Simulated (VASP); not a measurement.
Runs of VASP 6.6.1 on Ir. The structure is that of space group P6_3/mmc (No. 194), or close to it. The cells are those of the table. This isn't the form of Ir at room conditions, which is fcc.

```csv
task,cell,k mesh,cutoff (eV),gap on the mesh (eV),pressure (GPa)
single point,"a = 2.776, b = 2.776, c = 4.505 Å, angles 90.0, 90.0, 120.0°, 2 atoms",15 × 15 × 8,520,none,-23.6
single point,"a = 2.705, b = 2.705, c = 4.391 Å, angles 90.0, 90.0, 120.0°, 2 atoms",13 × 13 × 7,520,none,2.6
single point,"a = 2.592, b = 2.592, c = 4.208 Å, angles 90.0, 90.0, 120.0°, 2 atoms",15 × 15 × 8,520,none,74.6
single point,"a = 2.669, b = 2.669, c = 4.332 Å, angles 90.0, 90.0, 120.0°, 2 atoms",15 × 15 × 8,520,none,(a)
relaxation of cell and atoms,"relaxed from a = 2.715, b = 2.715, c = 4.433 Å, angles 90.0, 90.0, 120.0°, 2 atoms",13 × 13 × 7,600,none,0.0
single point,"a = 2.809, b = 2.809, c = 4.560 Å, angles 90.0, 90.0, 120.0°, 2 atoms",15 × 15 × 8,520,none,-32.5
single point,"a = 2.705, b = 2.705, c = 4.391 Å, angles 90.0, 90.0, 120.0°, 2 atoms",15 × 15 × 8,520,none,(b)
single point,"a = 2.631, b = 2.631, c = 4.271 Å, angles 90.0, 90.0, 120.0°, 2 atoms",15 × 15 × 8,520,none,44.6
```

Alike in all rows: level LDA; potentials or basis VASP PAW LDA potentials, release 64 (Ir); no spin polarisation; smearing fermi-dirac 0.1 eV.

Question: Estimate the missing entries.

Answer: (a) 21.0; (b) 2.4.

Caveats: spin-orbit coupling is left out, which moves the levels of the heavy elements; the cell stands under pressure (at least some runs); the cell stands under tension (at least some runs).

A k mesh can miss the band edges, and the runs leave out spin-orbit coupling on Ir.

A gap of «none» marks levels without a gap at the run's occupations.
